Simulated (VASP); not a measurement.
# Cs2H (P6/mmm) in VASP: notebook, part 2 of 2

VASP 6.6.1.

## Step 3: Relaxation of cell and atoms, PBE

This run uses another cell than the first one, of 64.31 Å³/atom, 0.996 times its volume.

INCAR

```
SYSTEM = Cs2H
PREC = Accurate ; ENCUT = 600
EDIFF = 1E-6 ; ISMEAR = 0
SIGMA = 0.1 ; LREAL = .False.
LASPH = .True. ; NELM = 100
ALGO = Normal ; ISIF = 3
LWAVE = .False. ; LCHARG = .False.
GGA = PE ; IBRION = 2
NSW = 100 ; EDIFFG = -0.01
```

KPOINTS

```
Automatic mesh
0
Gamma
  9 9 10
  0 0 0
```

POSCAR

```
Cs2H
1.0
    6.4342100018      0.0000000000      0.0000000000
   -3.2171050009      5.5721893148      0.0000000000
    0.0000000000      0.0000000000      5.3813027855
Cs H
2 1
Direct
    0.3333333333      0.6666666667      0.5000000000
    0.6666666667      0.3333333333      0.5000000000
    0.0000000000      0.0000000000      0.5000000000
```

Potentials or basis: VASP PAW PBE potentials, release 64 (Cs_sv, H).

The run is started by

```console
> cat potpaw_PBE.64/Cs_sv/POTCAR potpaw_PBE.64/H/POTCAR > POTCAR
> mpirun -np 1 vasp_std > vasp.out
```

OUTCAR:

```text
SYSTEM = Cs2H
   PREC = Accurate
   ENCUT = 600
   EDIFF = 1E-6
   ISMEAR = 0
   LREAL = .False.
   LASPH = .True.
   NELM = 100
   ISIF = 3
   GGA = PE
   IBRION = 2
   NSW = 100
   EDIFFG = -0.01

 ion  position               nearest neighbor table
   1  0.333  0.667  0.500-
   2  0.667  0.333  0.500-
   3  0.000  0.000  0.500-

  LATTYP: Found a hexagonal cell.
 ALAT       =     6.4342100018
 C/A-ratio  =     0.8363579653

  Lattice vectors:

 A1 = (   6.4342100018,   0.0000000000,   0.0000000000)
 A2 = (  -3.2171050009,   5.5721893148,   0.0000000000)
 A3 = (   0.0000000000,   0.0000000000,   5.3813027855)

Analysis of symmetry for initial positions (statically):
=====================================================================
 Subroutine PRICEL returns:
 Original cell was already a primitive cell.

 Routine SETGRP: Setting up the symmetry group for a
 hexagonal supercell.

 Subroutine GETGRP returns: Found 24 space group operations
 (whereof 24 operations were pure point group operations)
 out of a pool of 24 trial point group operations.

The static configuration has the point symmetry D_6h.

Analysis of symmetry for dynamics (positions and initial velocities):
=====================================================================
 Subroutine PRICEL returns:
 Original cell was already a primitive cell.

 Routine SETGRP: Setting up the symmetry group for a
 hexagonal supercell.

 Subroutine GETGRP returns: Found 24 space group operations
 (whereof 24 operations were pure point group operations)
 out of a pool of 24 trial point group operations.

The dynamic configuration has the point symmetry D_6h.

 Subroutine INISYM returns: Found 24 space group operations
 (whereof 24 operations are pure point group operations),
 and found     1 'primitive' translations

----------------------------------------------------------------------------------------

                                     Primitive cell

  volume of cell :     192.9339

  direct lattice vectors                    reciprocal lattice vectors
     6.434210002  0.000000000  0.000000000     0.155419236  0.089731337  0.000000000
    -3.217105001  5.572189315  0.000000000     0.000000000  0.179462675  0.000000000
     0.000000000  0.000000000  5.381302785     0.000000000  0.000000000  0.185828607

  length of vectors
     6.434210002  6.434210002  5.381302785     0.179462675  0.179462675  0.185828607

  position of ions in fractional coordinates (direct lattice)
     0.333333333  0.666666667  0.500000000
     0.666666667  0.333333333  0.500000000
     0.000000000  0.000000000  0.500000000

  ion indices of the primitive-cell ions
   primitive index   ion index
                 1           1
                 2           2
                 3           3

----------------------------------------------------------------------------------------

 KPOINTS: Automatic mesh

Automatic generation of k-mesh.
[... 49 lines left out ...]
   number of dos      NEDOS =    301   number of ions     NIONS =      3
   total plane-waves  NPLWV = 139968
   dimension x,y,z NGX =    54 NGY =   54 NGZ =   48
   dimension x,y,z NGXF=   108 NGYF=  108 NGZF=   96
   ions per type =               2   1
   NGX,Y,Z   is equivalent  to a cutoff of  13.95, 13.95, 14.83 a.u.
   NGXF,Y,Z  is equivalent  to a cutoff of  27.90, 27.90, 29.66 a.u.
 SYSTEM =  Cs2H
   PREC   = accura    normal or accurate (medium, high low for compatibility)
   ISTART =      0    job   : 0-new  1-cont  2-samecut
   ICHARG =      2    charge: 1-file 2-atom 10-const
   ISPIN  =      1    spin polarized calculation?
   LNONCOLLINEAR =      F non collinear calculations
   LSORBIT =      F    spin-orbit coupling
   LASPH  =      T    aspherical Exc in radial PAW
   ENCUT  =  600.0 eV  44.10 Ry    6.64 a.u.  12.85 12.85 10.75*2*pi/ulx,y,z
   NELM   =    100;   NELMIN=  2; NELMDL= -5     # of ELM steps
   EDIFF  = 0.1E-05   stopping-criterion for ELM
   LREAL  =      F    real-space projection
   EDIFFG = -.1E-01   stopping-criterion for IOM
   NSW    =    100    number of steps for IOM
   IBRION =      2    ionic relax: 0-MD 1-quasi-New 2-CG
   NFREE  =      1    steps in history (QN), initial steepest desc. (CG)
   ISIF   =      3    stress and relaxation
   ISYM   =      2    0-nonsym 1-usesym 2-fastsym
   POTIM  = 0.5000    time-step for ionic-motion
   TEBEG  =    0.0;   TEEND  =   0.0 temperature during run
   PSTRESS=    0.0 pullay stress
   NELECT =      19.0000    total number of electrons
   NUPDOWN=      -1.0000    fix difference up-down
   EMIN   =  10.00;   EMAX   =-10.00  energy-range for DOS
   EFERMI =   0.00;   METHOD = LEGACY
   ISMEAR =     0;   SIGMA  =   0.10  broadening in eV -4-tet -1-fermi 0-gaus
   EFERMI_NEDOS =   21; number of points for ismear=-14 and -15
   IALGO  =     38    algorithm
   IMIX   =      4    mixing-type and parameters
     AMIX     =   0.40;   BMIX     =  1.00
     AMIX_MAG =   1.60;   BMIX_MAG =  1.00
  volume/ion in A,a.u.               =      64.31       433.99
  Fermi-wavevector in a.u.,A,eV,Ry     =   0.756002  1.428637  7.776269  0.571540
  Thomas-Fermi vector in A             =   1.854025
   LORBIT       =      0    0 simple, 1 ext, 2 COOP (PROOUT), +10 PAW based schemes
   GGA     = PE    functional components
   LHFCALC =     F    Hartree Fock is set to
   AEXX    =    0.0000 exact exchange contribution
   IVDW    =     0    specifies the selected vdW correction
   LEPSILON=     F    determine dielectric tensor
   LRPA    =     F    only Hartree local field effects (RPA)
 conjugate gradient relaxation of ions
 non-spin polarized calculation
 Gauss-broadening in eV      SIGMA  =   0.10
  energy-cutoff  :      600.00
  volume of cell :      192.93
 maximum number of plane-waves:      6474
 NGX is ok and might be reduce to    54
   NGX = 25   NGY = 25   NGZ = 21

--------------------------------------- Ionic step        1  -------------------------------------------

 number of electron      19.0000001 magnetization

 Free energy of the ion-electron system (eV)
  ---------------------------------------------------
  ext. energy  EPLUGINS =         0.00000000
  ---------------------------------------------------
  free energy    TOTEN  =        -3.91227371 eV

  energy without entropy =       -3.90389336  energy(sigma->0) =       -3.90808353

------------------------ aborting loop because EDIFF is reached ----------------------------------------

  FORCE on cell =-STRESS in cart. coord.  units (eV):
  Direction    XX          YY          ZZ          XY          YZ          ZX
  --------------------------------------------------------------------------------------
  -------------------------------------------------------------------------------------
  Total        0.1049707      0.1049707     -0.0603645      0.0000000      0.0000000      0.0000000
  in kB        0.8717060      0.8717060     -0.5012835      0.0000000      0.0000000      0.0000000
  external PRESSURE =       0.4140428 kB  Pullay stress =       0.0000000 kB
[... 98 lines left out ...]
--------------------------------------- Ionic step        4  -------------------------------------------

 number of electron      19.0000002 magnetization

 Free energy of the ion-electron system (eV)
  ---------------------------------------------------
  ext. energy  EPLUGINS =         0.00000000
  ---------------------------------------------------
  free energy    TOTEN  =        -3.91321517 eV

  energy without entropy =       -3.90493058  energy(sigma->0) =       -3.90907287

 E-fermi :   0.8762     XC(G=0):  -5.8172

 val. band max:        0.8731389453   @ k =   0.0000   0.0000   0.3000
 cond. band min:       0.8794576041   @ k =   0.1111   0.0000   0.3000
 fundamental gap:      0.0063186588
 Fermi energy:         0.8761620877

 k-point     1 :       0.0000    0.0000    0.0000
  band No.  band energies     occupation
      1     -23.7107      2.00000
      2     -23.4413      2.00000
      3     -10.9374      2.00000
      4     -10.9374      2.00000
      5     -10.4312      2.00000
      6     -10.1119      2.00000
      7      -9.9345      2.00000
      8      -9.9345      2.00000
      9      -1.7671      2.00000
     10       0.3754      2.00000
     11       2.6531      0.00000
     12       2.6531      0.00000
     13       2.9348      0.00000
[... 354 lines left out ...]
  band No.  band energies     occupation
      1     -23.5786      2.00000
      2     -23.5786      2.00000
      3     -11.0768      2.00000
      4     -10.4467      2.00000
      5     -10.4467      2.00000
      6     -10.2828      2.00000
      7     -10.2828      2.00000
      8      -9.7519      2.00000
      9      -1.3123      2.00000
     10       0.9600      0.23594
     11       0.9600      0.23594
     12       2.2052      0.00000
     13       2.6917      0.00000

 [... further k-points ...]
[... 5 lines left out ...]
  --------------------------------------------------------------------------------------
  -------------------------------------------------------------------------------------
  Total       -0.0067641     -0.0067641     -0.0258448      0.0000000      0.0000000     -0.0000000
  in kB       -0.0555272     -0.0555272     -0.2121634      0.0000000      0.0000000     -0.0000000
  external PRESSURE =      -0.1077393 kB  Pullay stress =       0.0000000 kB
[... 18 lines left out ...]
  FREE ENERGIE OF THE ION-ELECTRON SYSTEM (eV)
  ---------------------------------------------------
  free  energy   TOTEN  =        -3.9132151721 eV

  energy  without entropy=       -3.9049305756  energy(sigma->0) =       -3.90907287

 reached required accuracy - stopping structural energy minimisation
```

CONTCAR:

```text
Cs2H
   1.00000000000000
     6.4865996366778527    0.0000000000000000    0.0000000000000000
    -3.2432998183389263    5.6175600694981673    0.0000000000000000
    -0.0000000000000000    0.0000000000000000    5.3561056601284180
  Cs              H
     2     1
Direct
     0.3333333332999970    0.6666666667000030    0.5000000000000000
     0.6666666667000030    0.3333333332999970    0.5000000000000000
     0.0000000000000000    0.0000000000000000    0.5000000000000000

  0.00000000E+00  0.00000000E+00  0.00000000E+00
  0.00000000E+00  0.00000000E+00  0.00000000E+00
  0.00000000E+00  0.00000000E+00  0.00000000E+00
```

It took 4.9 min on 1 thread of Intel Xeon 6975P-C (Granite Rapids), shared host; peak memory 0.54 GiB.

Results:

```
Free energy                            : -3.9132 eV
Relaxed volume                         : 65.06 Å³/atom
Relaxed cell                           : a = 6.487 Å, b = 6.487 Å, c = 5.356 Å, α = 90.00°, β = 90.00°, γ = 120.00°
Space group after relaxing (to 0.05 Å) : P6/mmm (No. 191)
Energy gained by relaxing              : 0.3 meV/atom
Ionic steps                            : 4
Pressure after relaxing                : 0.0 GPa
```

Step by step:
| step | energy change (eV) | largest force (eV/Å) | pressure (GPa) | volume (Å³) |
| --- | --- | --- | --- | --- |
| 1 | 0.0000 | 0.0000 | 0.04 | 192.93 |
| 2 | -0.0004 | 0.0000 | 0.03 | 193.40 |
| 3 | -0.0009 | 0.0000 | 0.00 | 194.79 |
| 4 | -0.0009 | 0.0000 | -0.01 | 195.17 |

Final structure:
```
Cs H
1.0
     6.48660    0.00000    0.00000
    -3.24330    5.61756    0.00000
     0.00000    0.00000    5.35611
Cs H
2 1
Cartesian
  0.0000 3.7450 2.6781
  3.2433 1.8725 2.6781
  0.0000 0.0000 2.6781
```

Caveat: spin-orbit coupling is left out, which moves the levels of the heavy elements.

## Step 4: Single point, PBE

This run uses another cell than the first one, of 64.31 Å³/atom, 0.996 times its volume.

INCAR

```
ALGO = Normal
EDIFF = 1E-6
ENCUT = 520
GGA = PE
ISIF = 2
ISMEAR = 0
LASPH = T
LCHARG = F
LREAL = F
LWAVE = F
NBANDS = 16
NELM = 100
PREC = Accurate
SIGMA = 0.1
```

KPOINTS

```
k-points
0
Gamma
  6 6 4
```

POSCAR is that of step 3.

Potentials or basis: VASP PAW PBE potentials, release 64 (Cs_sv, H).

The run is started by

```console
> cat potpaw_PBE.64/Cs_sv/POTCAR potpaw_PBE.64/H/POTCAR > POTCAR
> mpirun -np 1 vasp_std > vasp.out
```

OUTCAR:

```text
EDIFF = 1E-6
   ENCUT = 520
   GGA = PE
   ISIF = 2
   ISMEAR = 0
   LASPH = T
   LREAL = F
   NELM = 100
   PREC = Accurate

 ion  position               nearest neighbor table
   1  0.333  0.667  0.500-
   2  0.667  0.333  0.500-
   3  0.000  0.000  0.500-

  LATTYP: Found a hexagonal cell.
 ALAT       =     6.4342100018
 C/A-ratio  =     0.8363579653

  Lattice vectors:

 A1 = (   6.4342100018,   0.0000000000,   0.0000000000)
 A2 = (  -3.2171050009,   5.5721893148,   0.0000000000)
 A3 = (   0.0000000000,   0.0000000000,   5.3813027855)

Analysis of symmetry for initial positions (statically):
=====================================================================
 Subroutine PRICEL returns:
 Original cell was already a primitive cell.

 Routine SETGRP: Setting up the symmetry group for a
 hexagonal supercell.

[... 160 lines left out ...]
  ---------------------------------------------------
  free energy    TOTEN  =        -3.89204741 eV

  energy without entropy =       -3.88126617  energy(sigma->0) =       -3.88665679

 E-fermi :   0.8940     XC(G=0):  -5.8517

 val. band max:        0.8212675865   @ k =   0.3333  -0.0000   0.2500
 cond. band min:       0.9390756826   @ k =   0.3333   0.3333   0.0000
 fundamental gap:      0.1178080962
 Fermi energy:         0.8940113551

 k-point     1 :       0.0000    0.0000    0.0000
  band No.  band energies     occupation
      1     -23.6991      2.00000
      2     -23.4076      2.00000
      3     -10.9451      2.00000
      4     -10.9451      2.00000
      5     -10.4184      2.00000
      6     -10.0776      2.00000
[... 376 lines left out ...]
      3     -11.0835      2.00000
      4     -10.4209      2.00000
      5     -10.4209      2.00000
      6     -10.3298      2.00000
[... 8 lines left out ...]
     15       2.8309      0.00000
     16       4.2188      0.00000

------------------------ aborting loop because EDIFF is reached ----------------------------------------

  FORCE on cell =-STRESS in cart. coord.  units (eV):
  Direction    XX          YY          ZZ          XY          YZ          ZX
  --------------------------------------------------------------------------------------
  -------------------------------------------------------------------------------------
  Total       -0.0309407     -0.0309407      0.1442467      0.0000000      0.0000000      0.0000000
  in kB       -0.2569403     -0.2569403      1.1978648      0.0000000      0.0000000      0.0000000
  external PRESSURE =       0.2279948 kB  Pullay stress =       0.0000000 kB

 VOLUME and BASIS-vectors are now :
 -----------------------------------------------------------------------------
  energy-cutoff  :      520.00
  volume of cell :      192.93
      direct lattice vectors                 reciprocal lattice vectors
     6.434210002  0.000000000  0.000000000     0.155419236  0.089731337  0.000000000
    -3.217105001  5.572189315  0.000000000     0.000000000  0.179462675  0.000000000
     0.000000000  0.000000000  5.381302785     0.000000000  0.000000000  0.185828607

 POSITION                                       TOTAL-FORCE (eV/Angst)
 -----------------------------------------------------------------------------------
     -0.00000      3.71479      2.69065        -0.000000     -0.000000      0.000000
      3.21711      1.85740      2.69065         0.000000      0.000000      0.000000
      0.00000      0.00000      2.69065        -0.000000      0.000000      0.000000
 -----------------------------------------------------------------------------------
    total drift:                               -0.000000      0.000000     -0.000000

  FREE ENERGIE OF THE ION-ELECTRON SYSTEM (eV)
  ---------------------------------------------------
  free  energy   TOTEN  =        -3.8920474081 eV

  energy  without entropy=       -3.8812661687  energy(sigma->0) =       -3.88665679
```

Wall time 28 s (1 thread of Intel Xeon 6975P-C (Granite Rapids), shared host); peak memory 0.3 GiB.

What came out:

| Quantity | Value |
| --- | --- |
| Free energy | -3.8920 eV |
| Pressure | 0.0 GPa |

Levels at points of the mesh, in eV from the Fermi level:
| k point | band 6 | band 7 | band 8 | band 9 | band 10 | band 11 | band 12 | band 13 |
| --- | --- | --- | --- | --- | --- | --- | --- | --- |
| (0.00, 0.00, 0.00) | -10.97 | -10.78 | -10.78 | -2.65 | -0.50 | 1.81 | 1.81 | 2.14 |
| (0.50, 0.00, 0.00) | -11.09 | -11.03 | -10.65 | -2.18 | -0.39 | 0.52 | 1.55 | 1.76 |
| (0.00, 0.00, 0.50) | -11.03 | -10.78 | -10.78 | -2.34 | 0.34 | 1.13 | 1.13 | 2.11 |
| (0.50, 0.00, 0.50) | -11.16 | -11.03 | -10.65 | -2.01 | 0.28 | 0.68 | 0.99 | 1.42 |

Caveat: spin-orbit coupling is left out, which moves the levels of the heavy elements.

## Step 5: The runs side by side

```tsv
task	cell	k mesh	cutoff (eV)	gap on the mesh (eV)	pressure (GPa)
single point	a = 6.473, b = 6.473, c = 5.337 Å, angles 90.0, 90.0, 120.0°, 3 atoms	9 × 9 × 10	520	none	0.0
relaxation of cell and atoms	relaxed from a = 6.434, b = 6.434, c = 5.381 Å, angles 90.0, 90.0, 120.0°, 3 atoms	9 × 9 × 10	600	none	0.0
single point	a = 6.434, b = 6.434, c = 5.381 Å, angles 90.0, 90.0, 120.0°, 3 atoms	6 × 6 × 4	520	none	0.0
```

Alike in all rows: level PBE; potentials or basis VASP PAW PBE potentials, release 64 (Cs_sv, H); no spin polarisation; smearing gaussian 0.1 eV.

Caveats: spin-orbit coupling is left out, which moves the levels of the heavy elements.

Absolute energies hang on the potentials; compare differences alone.
